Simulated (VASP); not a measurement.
Input of a VASP 6.6.1 run:

File INCAR:

```
ALGO = Normal
EDIFF = 1E-7
EDIFFG = -0.005
ENCUT = 600
GGA = PE
IBRION = 2
ISIF = 3
ISMEAR = -1
LASPH = True
LCHARG = False
LREAL = False
LWAVE = False
NELM = 80
NSW = 45
PREC = Accurate
SIGMA = 0.05
```

KPOINTS

```
k-points
0
Gamma
  16 16 9
```

The input POSCAR:

```
Au
1.0
    2.9280809877      0.0000000000      0.0000000000
   -1.4640404938      2.5357925197      0.0000000000
    0.0000000000      0.0000000000      4.8506766355
Au
2
Direct
    0.3333333333      0.6666666667      0.2500000000
    0.6666666667      0.3333333333      0.7500000000
```

Potentials or basis: VASP PAW PBE potentials, release 64 (Au).

Run with:

```bash
$ cat potpaw_PBE.64/Au/POTCAR > POTCAR
$ mpirun -np 1 vasp_std > vasp.out
```

Q: Estimate the space group after relaxing (to 0.1 Å).

A: P6_3/mmc (No. 194).

Q: Predict the relaxed volume.

A: 17.99 Å³/atom.

Q: Estimate the relaxed cell.

A: a = 2.927 Å, b = 2.927 Å, c = 4.849 Å, α = 90.00°, β = 90.00°, γ = 120.00°.

Q: Predict the band gap on the k mesh.

A: Zero (bands 11 and 12 overlap by 5.60 eV).

Final structure:
```yaml
crystal:
  lattice:
    - [2.92712, 0.00000, 0.00000]
    - [-1.46356, 2.53496, 0.00000]
    - [0.00000, 0.00000, 4.84921]
  atoms:
    - { symbol: Au, position: [0.33333, 0.66667, 0.25000] }
    - { symbol: Au, position: [0.66667, 0.33333, 0.75000] }
```

Caveat: spin-orbit coupling is left out, which moves the levels of the heavy elements.
